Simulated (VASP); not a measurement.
# TaSi4W (P-6m2) in VASP: notebook

Runs on TaSi4W. Level: PBE. Tasks: single point.

Program: VASP 6.6.1. These are calculated values, not measurements. Logs are shortened: lines on timing, memory, paths and dates and some standing lists are left out, and cuts for length are marked.

## Step 1: The cell of the first run

It takes space group P-6m2 (No. 187, hexagonal). The conventional cell has a = 4.943 Å, b = 4.943 Å, c = 5.236 Å, α = 90.00°, β = 90.00°, γ = 120.00°. Within 3.3 Å of Ta (site symmetry -6m2) lie 6 Si at 2.47 Å and 2 W at 2.62 Å. Si (site symmetry mm2) has 6 Si at 2.45 to 2.98 Å and 2 Ta at 2.47 Å within 3.2 Å. Si (site symmetry -6m2) has 3 W at 2.85 Å and 6 Si at 2.98 Å and 6 Ta at 3.87 Å within 3.9 Å. Within 3.7 Å of W (site symmetry -6m2) lie 2 Ta at 2.62 Å and 15 Si at 2.85 to 3.60 Å.

The cell was generated, and may not be a known phase.

## Step 2: Single point, PBE

The input, INCAR:

```
SYSTEM = TaSi4W
PREC     = Accurate       ! precision mode
ENCUT    = 500            ! plane-wave cutoff, eV
EDIFF    = 1E-6           ! SCF threshold, eV
ISMEAR   = 0              ! smearing method
SIGMA    = 0.2            ! smearing width, eV
LREAL    = .False.        ! projectors in reciprocal space
LASPH    = .True.         ! aspherical terms in the spheres
NELM     = 120            ! most SCF steps
ALGO     = Normal         ! electronic algorithm
ISIF     = 2              ! what is computed and relaxed
LWAVE    = .False.        ! write WAVECAR
LCHARG   = .False.        ! write CHGCAR
GGA      = PE             ! functional
NBANDS   = 30             ! bands
GGA_COMPAT= .False.
```

The input, KPOINTS:

```
regular mesh
0
Gamma
  4 4 3
  0 0 0
```

The input, POSCAR:

```
TaSi4W
1.0
    4.9429390166      0.0000000000      0.0000000000
   -2.4714695083      4.2807107577      0.0000000000
    0.0000000000      0.0000000000      5.2362506389
Ta Si W
1 4 1
Direct
    0.6666666667      0.3333333333      0.0000000000
    0.1654955232      0.8345044768      0.0000000000
    0.1654955232      0.3309910464      0.0000000000
    0.6690089536      0.8345044768      0.0000000000
    0.0000000000      0.0000000000      0.5000000000
    0.6666666667      0.3333333333      0.5000000000
```

Potentials or basis: VASP PAW PBE potentials, release 64 (Ta_pv, Si, W_sv).

On the command line:

```sh
$ cat potpaw_PBE.64/Ta_pv/POTCAR potpaw_PBE.64/Si/POTCAR potpaw_PBE.64/W_sv/POTCAR > POTCAR
$ mpirun -np 1 vasp_std > vasp.out
```

OUTCAR:

```text
SYSTEM = TaSi4W
   PREC = Accurate
   ENCUT = 500
   EDIFF = 1E-6
   ISMEAR = 0
   LREAL = .False.
   LASPH = .True.
   NELM = 120
   ISIF = 2
   GGA = PE

 ion  position               nearest neighbor table
   1  0.667  0.333  0.000-   4 2.47   3 2.47   2 2.47   2 2.47   4 2.47   3 2.47   6 2.62   6 2.62

   2  0.165  0.835  0.000-   3 2.45   4 2.45   1 2.47   1 2.47   3 2.49   4 2.49   5 2.98   5 2.98

   3  0.165  0.331  0.000-   2 2.45   4 2.45   1 2.47   1 2.47   2 2.49   4 2.49   5 2.98   5 2.98

   4  0.669  0.835  0.000-   3 2.45   2 2.45   1 2.47   1 2.47   3 2.49   2 2.49   5 2.98   5 2.98

   5  0.000  0.000  0.500-   6 2.85   6 2.85   6 2.85   3 2.98   3 2.98   2 2.98   4 2.98   4 2.98
                             2 2.98
   6  0.667  0.333  0.500-   1 2.62   1 2.62   5 2.85   5 2.85   5 2.85

  LATTYP: Found a hexagonal cell.
 ALAT       =     4.9429390166
 C/A-ratio  =     1.0593395187

  Lattice vectors:

 A1 = (   4.9429390166,   0.0000000000,   0.0000000000)
 A2 = (  -2.4714695083,   4.2807107577,   0.0000000000)
 A3 = (   0.0000000000,   0.0000000000,   5.2362506389)

Analysis of symmetry for initial positions (statically):
=====================================================================
 Subroutine PRICEL returns:
 Original cell was already a primitive cell.

 Routine SETGRP: Setting up the symmetry group for a
 hexagonal supercell.

 Subroutine GETGRP returns: Found 12 space group operations
 (whereof 12 operations were pure point group operations)
 out of a pool of 24 trial point group operations.

The static configuration has the point symmetry D_3h.

Analysis of symmetry for dynamics (positions and initial velocities):
=====================================================================
 Subroutine PRICEL returns:
 Original cell was already a primitive cell.

 Routine SETGRP: Setting up the symmetry group for a
 hexagonal supercell.

 Subroutine GETGRP returns: Found 12 space group operations
 (whereof 12 operations were pure point group operations)
 out of a pool of 24 trial point group operations.

The dynamic configuration has the point symmetry D_3h.

 Subroutine INISYM returns: Found 12 space group operations
 (whereof 12 operations are pure point group operations),
 and found     1 'primitive' translations

----------------------------------------------------------------------------------------

                                     Primitive cell

  volume of cell :     110.7954

  direct lattice vectors                    reciprocal lattice vectors
     4.942939017  0.000000000  0.000000000     0.202308788  0.116803033  0.000000000
    -2.471469508  4.280710758  0.000000000     0.000000000  0.233606066  0.000000000
     0.000000000  0.000000000  5.236250639     0.000000000  0.000000000  0.190976343

  length of vectors
     4.942939017  4.942939017  5.236250639     0.233606066  0.233606066  0.190976343

  position of ions in fractional coordinates (direct lattice)
     0.666666667  0.333333333  0.000000000
     0.165495523  0.834504477  0.000000000
     0.165495523  0.330991046  0.000000000
     0.669008954  0.834504477  0.000000000
     0.000000000  0.000000000  0.500000000
     0.666666667  0.333333333  0.500000000

  ion indices of the primitive-cell ions
   primitive index   ion index
                 1           1
                 2           2
                 3           3
                 4           4
                 5           5
                 6           6

----------------------------------------------------------------------------------------

 KPOINTS: regular mesh

Automatic generation of k-mesh.
 Grid dimensions read from file:
 generate k-points for:    4    4    3

 Generating k-lattice:

  Cartesian coordinates                     Fractional coordinates (reciprocal lattice)
     0.050577197  0.029200758  0.000000000     0.250000000  0.000000000  0.000000000
     0.000000000  0.058401517  0.000000000     0.000000000  0.250000000  0.000000000
     0.000000000  0.000000000  0.063658781     0.000000000  0.000000000  0.333333333

  Length of vectors
     0.058401517  0.058401517  0.063658781

  Shift w.r.t. Gamma in fractional coordinates (k-lattice)
     0.000000000  0.000000000  0.000000000

 Subroutine IBZKPT returns following result:
 ===========================================

 Found      8 irreducible k-points:

 Following reciprocal coordinates:
            Coordinates               Weight
  0.000000  0.000000  0.000000      1.000000
  0.250000  0.000000  0.000000      6.000000
  0.500000  0.000000  0.000000      3.000000
  0.250000  0.250000  0.000000      6.000000
  0.000000  0.000000  0.333333      2.000000
  0.250000  0.000000  0.333333     12.000000
  0.500000  0.000000  0.333333      6.000000
  0.250000  0.250000  0.333333     12.000000
   k-points           NKPTS =      8   k-points in BZ     NKDIM =      8   number of bands    NBANDS=     30
   number of dos      NEDOS =    301   number of ions     NIONS =      6
   total plane-waves  NPLWV =  51840
   dimension x,y,z NGX =    36 NGY =   36 NGZ =   40
   dimension x,y,z NGXF=    72 NGYF=   72 NGZF=   80
   ions per type =               1   4   1
   NGX,Y,Z   is equivalent  to a cutoff of  12.11, 12.11, 12.70 a.u.
   NGXF,Y,Z  is equivalent  to a cutoff of  24.22, 24.22, 25.40 a.u.
 SYSTEM =  TaSi4W
   PREC   = accura    normal or accurate (medium, high low for compatibility)
   ISTART =      0    job   : 0-new  1-cont  2-samecut
   ICHARG =      2    charge: 1-file 2-atom 10-const
   ISPIN  =      1    spin polarized calculation?
   LNONCOLLINEAR =      F non collinear calculations
   LSORBIT =      F    spin-orbit coupling
   LASPH  =      T    aspherical Exc in radial PAW
   ENCUT  =  500.0 eV  36.75 Ry    6.06 a.u.   9.01  9.01  9.55*2*pi/ulx,y,z
   NELM   =    120;   NELMIN=  2; NELMDL= -5     # of ELM steps
   EDIFF  = 0.1E-05   stopping-criterion for ELM
   LREAL  =      F    real-space projection
[... 7 lines left out ...]
   TEBEG  =    0.0;   TEEND  =   0.0 temperature during run
   PSTRESS=    0.0 pullay stress
   NELECT =      41.0000    total number of electrons
   NUPDOWN=      -1.0000    fix difference up-down
   EMIN   =  10.00;   EMAX   =-10.00  energy-range for DOS
   EFERMI =   0.00;   METHOD = LEGACY
   ISMEAR =     0;   SIGMA  =   0.20  broadening in eV -4-tet -1-fermi 0-gaus
   EFERMI_NEDOS =   21; number of points for ismear=-14 and -15
   IALGO  =     38    algorithm
   IMIX   =      4    mixing-type and parameters
     AMIX     =   0.40;   BMIX     =  1.00
     AMIX_MAG =   1.60;   BMIX_MAG =  1.00
  volume/ion in A,a.u.               =      18.47       124.61
  Fermi-wavevector in a.u.,A,eV,Ry     =   1.175337  2.221064 18.795308  1.381416
  Thomas-Fermi vector in A             =   2.311719
   LORBIT       =      0    0 simple, 1 ext, 2 COOP (PROOUT), +10 PAW based schemes
   GGA     = PE    functional components
   LHFCALC =     F    Hartree Fock is set to
   AEXX    =    0.0000 exact exchange contribution
   IVDW    =     0    specifies the selected vdW correction
   LEPSILON=     F    determine dielectric tensor
   LRPA    =     F    only Hartree local field effects (RPA)
 non-spin polarized calculation
 Gauss-broadening in eV      SIGMA  =   0.20
  energy-cutoff  :      500.00
  volume of cell :      110.80
 maximum number of plane-waves:      2833
 NGX is ok and might be reduce to    36
   NGX = 17   NGY = 17   NGZ = 19

 number of electron      40.9999994 magnetization

 Free energy of the ion-electron system (eV)
  ---------------------------------------------------
  ext. energy  EPLUGINS =         0.00000000
  ---------------------------------------------------
  free energy    TOTEN  =       -41.26667943 eV

  energy without entropy =      -41.17213955  energy(sigma->0) =      -41.21940949

 E-fermi :   7.2425     XC(G=0): -10.7447

 val. band max:        7.2269360187   @ k =   0.2500   0.0000   0.0000
 cond. band min:       7.2514037846   @ k =   0.2500   0.2500   0.3333
 fundamental gap:      0.0244677659
 Fermi energy:         7.2424958051

 k-point     1 :       0.0000    0.0000    0.0000
  band No.  band energies     occupation
      1     -67.0042      2.00000
      2     -31.3075      2.00000
      3     -31.1673      2.00000
      4     -31.1673      2.00000
      5     -26.9832      2.00000
      6     -26.9832      2.00000
[... 22 lines left out ...]
     29      10.5714      0.00000
     30      11.1009      0.00000

 k-point     2 :       0.2500    0.0000    0.0000
  band No.  band energies     occupation
      1     -67.0042      2.00000
      2     -31.3075      2.00000
      3     -31.1679      2.00000
      4     -31.1675      2.00000
      5     -26.9884      2.00000
      6     -26.9847      2.00000
[... 22 lines left out ...]
     29      11.1602      0.00000
     30      11.6209      0.00000

 k-point     3 :       0.5000    0.0000    0.0000
  band No.  band energies     occupation
      1     -67.0042      2.00000
      2     -31.3074      2.00000
      3     -31.1686      2.00000
      4     -31.1676      2.00000
      5     -26.9936      2.00000
      6     -26.9863      2.00000
[... 22 lines left out ...]
     29      11.0147      0.00000
     30      11.2678      0.00000

 k-point     4 :       0.2500    0.2500    0.0000
  band No.  band energies     occupation
      1     -67.0042      2.00000
      2     -31.3074      2.00000
      3     -31.1684      2.00000
      4     -31.1679      2.00000
      5     -26.9917      2.00000
      6     -26.9881      2.00000
[... 22 lines left out ...]
     29      11.3507      0.00000
     30      12.0680      0.00000

 k-point     5 :       0.0000    0.0000    0.3333
  band No.  band energies     occupation
      1     -67.0044      2.00000
      2     -31.2402      2.00000
      3     -31.1664      2.00000
      4     -31.1664      2.00000
      5     -26.9853      2.00000
      6     -26.9853      2.00000
[... 22 lines left out ...]
     29      10.5535      0.00000
     30      10.5535      0.00000

 k-point     6 :       0.2500    0.0000    0.3333
  band No.  band energies     occupation
      1     -67.0044      2.00000
      2     -31.2402      2.00000
      3     -31.1670      2.00000
      4     -31.1666      2.00000
      5     -26.9905      2.00000
      6     -26.9869      2.00000
[... 22 lines left out ...]
     29      10.5916      0.00000
     30      11.2138      0.00000

 k-point     7 :       0.5000    0.0000    0.3333
  band No.  band energies     occupation
      1     -67.0044      2.00000
      2     -31.2401      2.00000
      3     -31.1676      2.00000
      4     -31.1667      2.00000
      5     -26.9957      2.00000
      6     -26.9884      2.00000
[... 22 lines left out ...]
     29      10.8224      0.00000
     30      11.8136      0.00000

 k-point     8 :       0.2500    0.2500    0.3333
  band No.  band energies     occupation
      1     -67.0044      2.00000
      2     -31.2401      2.00000
      3     -31.1674      2.00000
      4     -31.1669      2.00000
      5     -26.9939      2.00000
      6     -26.9903      2.00000
[... 22 lines left out ...]
     29      10.5303      0.00000
     30      11.3350      0.00000

------------------------ aborting loop because EDIFF is reached ----------------------------------------

  FORCE on cell =-STRESS in cart. coord.  units (eV):
  Direction    XX          YY          ZZ          XY          YZ          ZX
  --------------------------------------------------------------------------------------
  -------------------------------------------------------------------------------------
  Total        0.3369366      0.3369366      0.2094882     -0.0000000     -0.0000000      0.0000000
  in kB        4.8723359      4.8723359      3.0293441     -0.0000000     -0.0000000      0.0000000
  external PRESSURE =       4.2580053 kB  Pullay stress =       0.0000000 kB

 VOLUME and BASIS-vectors are now :
 -----------------------------------------------------------------------------
  energy-cutoff  :      500.00
  volume of cell :      110.80
      direct lattice vectors                 reciprocal lattice vectors
     4.942939017  0.000000000  0.000000000     0.202308788  0.116803033  0.000000000
    -2.471469508  4.280710758  0.000000000     0.000000000  0.233606066  0.000000000
     0.000000000  0.000000000  5.236250639     0.000000000  0.000000000  0.190976343

 POSITION                                       TOTAL-FORCE (eV/Angst)
 -----------------------------------------------------------------------------------
      2.47147      1.42690      0.00000        -0.000000      0.000000     -0.000000
     -1.24442      3.57227      0.00000        -0.061871      0.035721      0.000000
      0.00000      1.41688      0.00000         0.000000     -0.071442     -0.000000
      1.24442      3.57227      0.00000         0.061871      0.035721      0.000000
      0.00000      0.00000      2.61813        -0.000000      0.000000     -0.000000
      2.47147      1.42690      2.61813         0.000000      0.000000     -0.000000
 -----------------------------------------------------------------------------------
    total drift:                               -0.000001      0.000000      0.000000

  FREE ENERGIE OF THE ION-ELECTRON SYSTEM (eV)
  ---------------------------------------------------
  free  energy   TOTEN  =       -41.2666794308 eV

  energy  without entropy=      -41.1721395490  energy(sigma->0) =      -41.21940949
```

Run time: 16 s. Hardware: 1 thread of Intel Xeon Platinum 8488C (Sapphire Rapids), shared host; peak memory 0.23 GiB.

What came out:

- Free energy: -41.2667 eV
- Pressure: 0.4 GPa
- Largest force: 0.071 eV/Å
- Band gap on the k mesh: zero (an odd number of electrons rules out a gap without spin polarisation)

Forces on the atoms (eV/Å):
```
Ta   0.000  0.000  0.000
Si  -0.062  0.036  0.000
Si   0.000 -0.071  0.000
Si   0.062  0.036  0.000
Si   0.000  0.000  0.000
W    0.000  0.000  0.000
```

Levels at points of the mesh, in eV from the Fermi level:
```
           k point  band 16  band 17  band 18  band 19  band 20  band 21  band 22  band 23  band 24  band 25
(0.00, 0.00, 0.00)    -3.45    -2.77    -2.77    -1.62    -1.62     0.72     1.24     1.24     1.85     2.24
(0.50, 0.00, 0.00)    -3.23    -2.63    -2.43    -0.82    -0.33     0.28     0.49     0.90     1.17     2.07
```

Caveat: the k points lie up to 0.40 Å⁻¹ apart, too coarse for converged energies and pressures of a metal; spin-orbit coupling is left out, which moves the levels of the heavy elements; an odd number of electrons without spin polarisation forces a metal; a magnetic or distorted state may lie lower.

(Part 1 of 2 ends here.)

The gap in the log of VASP goes by the Fermi energy; the results here count the filled bands.